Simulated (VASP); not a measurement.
A run of VASP 6.6.1:

Contents of INCAR:

```
SYSTEM = TaN
PREC = Accurate ; ENCUT = 520
EDIFF = 1E-6 ; ISMEAR = 0
SIGMA = 0.15 ; LREAL = .False.
LASPH = .True. ; NELM = 60
ALGO = Normal ; ISIF = 2
LWAVE = .False. ; LCHARG = .True.
GGA = PE ; LELF = .True.
LVHAR = .True. ; NBANDS = 24
```

Contents of KPOINTS:

```
Automatic mesh
0
Gamma
  18 18 8
  0 0 0
```

POSCAR

```
TaN
1.0
    3.1912551018      0.0000000000      0.0000000000
   -1.5956275509      2.7637079881      0.0000000000
    0.0000000000      0.0000000000      5.4768320058
Ta N
2 2
Direct
    0.3333333333      0.6666666667      0.0304880884
    0.6666666667      0.3333333333      0.5304880884
    0.3333333333      0.6666666667      0.3545119116
    0.6666666667      0.3333333333      0.8545119116
```

Potentials or basis: VASP PAW PBE potentials, release 64 (Ta_pv, N).

Run with:

```sh
$ cat potpaw_PBE.64/Ta_pv/POTCAR potpaw_PBE.64/N/POTCAR > POTCAR
$ mpirun -np 1 vasp_std > vasp.out
```

Hardware: 1 thread of Intel(R) Xeon(R) 6975P-C (Granite Rapids), on a shared host.

How long does it take, and how much memory?

Wall time 62 s on 1 thread of Intel(R) Xeon(R) 6975P-C (Granite Rapids), on a shared host, peak memory 0.3 GiB. Counts: scf iterations 13, k points 185.
